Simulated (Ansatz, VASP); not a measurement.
## Al in VASP and in Ansatz

INCAR

```
SYSTEM = Al
PREC = Accurate ; ENCUT = 520
EDIFF = 1E-6 ; ISMEAR = 0
SIGMA = 0.15 ; LREAL = .False.
LASPH = .True. ; NELM = 60
ALGO = Fast ; ISIF = 2
LWAVE = .False. ; LCHARG = .False.
NBANDS = 8
```

The input KPOINTS:

```
Automatic mesh
0
Gamma
  20 20 20
  0 0 0
```

POSCAR

```
Al
1.0
   -1.5514382228      1.5514382228      1.6309991572
    1.5514382228     -1.5514382228      1.6309991572
    1.5514382228      1.5514382228     -1.6309991572
Al
1
Direct
    0.0000000000      0.0000000000      0.0000000000
```

Input for Ansatz:

```yaml
crystal:
  lattice:
    - [-1.5514382228, 1.5514382228, 1.6309991572]
    - [1.5514382228, -1.5514382228, 1.6309991572]
    - [1.5514382228, 1.5514382228, -1.6309991572]
  atoms:
    - { symbol: Al, position: [0.0, 0.0, 0.0] }
basis:
  ecutwfc: 420
kpoints:
  mp_grid: { grid: [20, 20, 20] }
hamiltonian:
  xc: lda
scf:
  occupations: { method: gaussian, width: 0.15 }
output:
  forces: true
  stress: true
  eigenvalues: true
```

Change from the starting cell: strain -0.025 along x and y, +0.025 along z, atoms carried along.

Alike in both runs: task single point; functional LDA; k mesh 20 × 20 × 20; occupations gaussian, width 0.15 eV; no spin polarisation.

|  | VASP | Ansatz |
| --- | --- | --- |
| version | VASP 6.6.1 | Ansatz 0.2.0 |
| potentials or method | VASP PAW LDA potentials, release 64 (Al), cutoff 520 eV | scalar-relativistic, plane waves, PAW |
| valence electrons in the cell | 3 | 3 |

```csv
,VASP,Ansatz,Ansatz less VASP
gap on the k mesh at the Fermi level (eV),none,none,-
pressure (GPa),2.6,2.5,-0.09
"traceless stress, the component that is largest in VASP (GPa)",1.74,1.74,-0.009
```

LDA's correlation is that of Perdew and Zunger in VASP and of Perdew and Wang (1992) in Ansatz. A gap of «none» marks a metal or a gap that the smearing closes.
